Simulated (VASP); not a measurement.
Write the native input for VASP 6.6.1 that does the following.

| Property | Result |
| --- | --- |
| Task | relaxation of cell and atoms |
| Functional | PBEsol |
| Potentials or basis | VASP PAW PBE potentials, release 64 (W_sv, C) |
| Cutoff | 600 eV |
| k mesh | 12 × 12 × 11 |
| Occupations | fermi-dirac, width 0.1 eV |
| Spin | no spin polarisation |
| Dipole correction | no |
| Further INCAR settings | ALGO = Normal; EDIFF = 1e-06; IBRION = 2; EDIFFG = -0.01; NSW = 80; ISIF = 3 |

The structure of WC lies in POSCAR:

```
WC
1.0
    2.9065000000      0.0000000000      0.0000000000
   -1.4532500000      2.5171028400      0.0000000000
    0.0000000000      0.0000000000      2.8366000000
W C
1 1
Direct
    0.0000000000      0.0000000000      0.0000000000
    0.6666666700      0.3333333300      0.5000000000
```

One way to write it, as run:

INCAR

```
SYSTEM = WC
PREC     = Accurate       ! precision mode
ENCUT    = 600            ! plane-wave cutoff, eV
EDIFF    = 1E-6           ! SCF threshold, eV
ISMEAR   = -1             ! smearing method
SIGMA    = 0.1            ! smearing width, eV
LREAL    = .False.        ! projectors in reciprocal space
LASPH    = .True.         ! aspherical terms in the spheres
NELM     = 80             ! most SCF steps
ALGO     = Normal         ! electronic algorithm
ISIF     = 3              ! what is computed and relaxed
LWAVE    = .False.        ! write WAVECAR
LCHARG   = .False.        ! write CHGCAR
GGA      = PS             ! functional
IBRION   = 2              ! ionic algorithm
NSW      = 80             ! ionic steps
EDIFFG   = -0.01          ! ionic threshold
```

KPOINTS

```
Automatic mesh
0
Gamma
  12 12 11
  0 0 0
```

Potentials or basis: VASP PAW PBE potentials, release 64 (W_sv, C).

The run is started by

```console
$ cat potpaw_PBE.64/W_sv/POTCAR potpaw_PBE.64/C/POTCAR > POTCAR
$ mpirun -np 1 vasp_std > vasp.out
```

It gave:

The relaxed volume is 10.32 Å³/atom and the relaxed cell is a = 2.902 Å, b = 2.902 Å, c = 2.830 Å, α = 90.00°, β = 90.00°, γ = 120.00°. The space group after relaxing (to 0.1 Å) is P-6m2 (No. 187) and the energy gained by relaxing is 0.4 meV/atom. The ionic steps are 3. The pressure after relaxing is 0.0 GPa. The band gap on the k mesh is zero (bands 9 and 10 overlap by 1.18 eV).

Caveat: the PAW data sets were made with another functional, which shifts forces and pressure a little; spin-orbit coupling is left out, which moves the levels of the heavy elements.

Run time: 23 s on 1 thread of Intel(R) Xeon(R) 6975P-C (Granite Rapids), with other jobs on the host, peak memory 0.18 GiB.
